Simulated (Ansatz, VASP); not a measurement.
**One calculation of Ge, two programs**

File INCAR:

```
PREC = Accurate
ENCUT = 500
EDIFF = 1E-6
ISMEAR = 0
SIGMA = 0.15
LREAL = False
LASPH = True
NELM = 200
ALGO = Normal
ISIF = 2
LWAVE = False
LCHARG = False
ISPIN = 2
MAGMOM = 0.5 -0.5
LORBIT = 11
GGA = LIBXC
LIBXC1 = GGA_X_PBE
LIBXC2 = GGA_C_PBE_SOL
NBANDS = 25
GGA_COMPAT = False
```

KPOINTS

```
regular mesh
0
Gamma
  8 8 8
```

File POSCAR:

```
Ge
1.0
    0.0000000000      2.8289100000      2.8289100000
    2.8289100000      0.0000000000      2.8289100000
    2.8289100000      2.8289100000      0.0000000000
Ge
2
Direct
    0.7500000000      0.7500000000      0.7500000000
    0.5000000000      0.5000000000      0.5000000000
```

The input input.yaml:

```yaml
crystal:
  lattice:
    - [0.0, 2.82891, 2.82891]
    - [2.82891, 0.0, 2.82891]
    - [2.82891, 2.82891, 0.0]
  atoms:
    - { symbol: Ge, position: [0.75, 0.75, 0.75], spin: 0.5 }
    - { symbol: Ge, position: [0.5, 0.5, 0.5], spin: -0.5 }
kpoints:
  mp_grid: { grid: [8, 8, 8] }
scf:
  occupations: { method: gaussian, width: 0.15 }
hamiltonian:
  xc: { exchange: pbe, correlation: pbesol }
  pseudopotentials: { kind: all_electron, lapw: { basis_error: 0.001 } }
magnetization:
  spin_polarized: true
output:
  forces: true
  stress: true
  eigenvalues: true
```

Alike in both runs: task single point; functional pbe exchange, pbesol correlation; k mesh 8 × 8 × 8; occupations gaussian, width 0.15 eV; collinear spin.

|  | VASP | Ansatz |
| --- | --- | --- |
| version | VASP 6.6.1 | Ansatz 0.2.0 |
| potentials or method | VASP PAW PBE potentials, release 64 (Ge_d), cutoff 500 eV | all-electron LAPW, scalar-relativistic |

```csv
,VASP,Ansatz,Ansatz less VASP
gap on the k mesh at the Fermi level (eV),none,none,-
pressure (GPa),4.2,4.3,+0.09
net moment per atom (μB),0.00,0.00,0.000
```

VASP's potentials were made for PBE, not for pbe exchange, pbesol correlation. A gap of «none» marks a metal or a gap that the smearing closes. Ansatz ran all-electron here, and VASP with PAW potentials.
